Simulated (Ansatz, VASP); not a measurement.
One calculation of BaTe, two programs

Contents of POSCAR:

```
BaTe
1.0
    5.9721828061      0.0000000000      0.0000000000
   -2.9860914030      5.1720620261      0.0000000000
    0.0000000000      0.0000000000      7.1787774808
Ba Te
2 2
Direct
    0.3333333333      0.6666666667     -0.0625000000
    0.6666666667      0.3333333333      0.4375000000
    0.3333333333      0.6666666667      0.4375000000
    0.6666666667      0.3333333333      0.9375000000
```

File INCAR.step1:

```
SYSTEM = BaTe
PREC = Accurate
ENCUT = 520
ISMEAR = 0
SIGMA = 0.01
LREAL = .False.
LASPH = .True.
NELM = 100
NBANDS = 24
GGA = PE
ALGO = Normal
EDIFF = 1E-4
LWAVE = .True.
LCHARG = .False.
```

File INCAR.step2:

```
SYSTEM = BaTe
PREC = Accurate
ENCUT = 520
EDIFF = 1E-7
ISMEAR = 0
SIGMA = 0.01
LREAL = .False.
LASPH = .True.
NELM = 100
ALGO = Normal
ISIF = 2
LWAVE = .False.
LCHARG = .True.
METAGGA = R2SCAN
LMIXTAU = .True.
LELF = .True.
LVHAR = .True.
NBANDS = 24
ISTART = 1
```

File KPOINTS:

```
Automatic mesh
0
Gamma
  6 6 4
  0 0 0
```

Input for Ansatz:

```yaml
crystal:
  lattice:
    - [5.9721828061, 0.0, 0.0]
    - [-2.986091403, 5.1720620261, 0.0]
    - [0.0, 0.0, 7.1787774808]
  atoms:
    - { symbol: Ba, position: [0.3333333333, 0.6666666667, -0.0625] }
    - { symbol: Ba, position: [0.6666666667, 0.3333333333, 0.4375] }
    - { symbol: Te, position: [0.3333333333, 0.6666666667, 0.4375] }
    - { symbol: Te, position: [0.6666666667, 0.3333333333, 0.9375] }
kpoints:
  mp_grid: { grid: [6, 6, 4] }
  band_path:
    path:
      - [0.0, 0.0, 0.0]
      - [0.5, 0.0, 0.0]
      - [0.3333333333, 0.3333333333, 0.0]
      - [0.0, 0.0, 0.5]
      - [0.5, 0.0, 0.5]
      - [0.3333333333, 0.3333333333, 0.5]
    npoints: 1
hamiltonian:
  xc: r2scan
scf:
  occupations: { method: fixed }
  n_extra_bands: 5
output:
  forces: true
  stress: true
  eigenvalues: true
```

Change from the starting cell: uniaxial_z strain +2.5%.

Alike in both runs: task single point; functional r2SCAN; k mesh 6 × 6 × 4; no spin polarisation.

|  | VASP | Ansatz |
| --- | --- | --- |
| version | VASP 6.6.1 | Ansatz 0.2.0 |
| potentials or method | VASP PAW PBE potentials, release 64 (Ba_sv, Te) | plane waves, PAW |
| plane-wave cutoff (eV) | 520 | 500 |
| occupations | gaussian, width 0.01 eV | fixed |
| valence electrons in the cell | 32 | 52 |

Ansatz gave:

| Quantity | Value |
| --- | --- |
| gap on the k mesh at the Fermi level (eV) | 2.37 |
| pressure (GPa) | -0.6 |
| traceless stress, the component that is largest in VASP (GPa) | -0.78 |

Question: What did VASP give for the same quantities?

Answer: gap on the k mesh at the Fermi level (eV): 2.31; pressure (GPa): -0.4; traceless stress, the component that is largest in VASP (GPa): -0.77.

VASP's potentials were made for PBE, not for r2SCAN. VASP's potentials hold 32 valence electrons a cell and Ansatz's 52, so a difference there can come from the potentials and not from the codes.

Neither program's run includes spin-orbit coupling.
